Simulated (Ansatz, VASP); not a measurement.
# Two plane-wave programs on Ta2N

```xyz
9
Lattice="5.2966 0.0000 0.0000 -2.6483 4.5870 0.0000 0.0000 0.0000 4.9392" Properties=species:S:1:pos:R:3 pbc="T T T"
Ta    1.7647    3.0566    3.7223
Ta   -0.8836    1.5304    3.7223
Ta    1.7671    0.0000    3.7223
Ta    0.8836    1.5304    1.2169
Ta   -1.7647    3.0566    1.2169
Ta    3.5294    0.0000    1.2169
N     2.6483    1.5290    2.4696
N     0.0000    3.0580    2.4696
N     0.0000    0.0000    0.0000
```

Alike in both runs: task single point; functional PBEsol; k mesh 6 × 6 × 4; occupations gaussian, width 0.01 eV; no spin polarisation.

|  | VASP | Ansatz |
| --- | --- | --- |
| version | VASP 6.6.1 | Ansatz 0.2.0 |
| potentials or method | VASP PAW PBE potentials, release 64 (Ta_pv, N), cutoff 520 eV | scalar-relativistic, plane waves, PAW |
| valence electrons in the cell | 81 | 93 |

|  | VASP | Ansatz | Ansatz less VASP |
| --- | --- | --- | --- |
| gap on the k mesh at the Fermi level (eV) | none | none | - |
| pressure (GPa) | -4.8 | -5.3 | -0.52 |
| traceless stress, the component that is largest in VASP (GPa) | -0.40 | -0.38 | +0.024 |
| rms of the force components (eV/Å) | 0.028 | 0.036 | +0.0078 |

VASP's potentials were made for PBE, not for PBEsol. Atom by atom the forces differ by 0.008 eV/Å (rms over components). A gap of «none» marks a metal or a gap that the smearing closes. VASP's potentials hold 81 valence electrons a cell and Ansatz's 93, so a difference there can come from the potentials and not from the codes.

Spin-orbit coupling is off throughout.
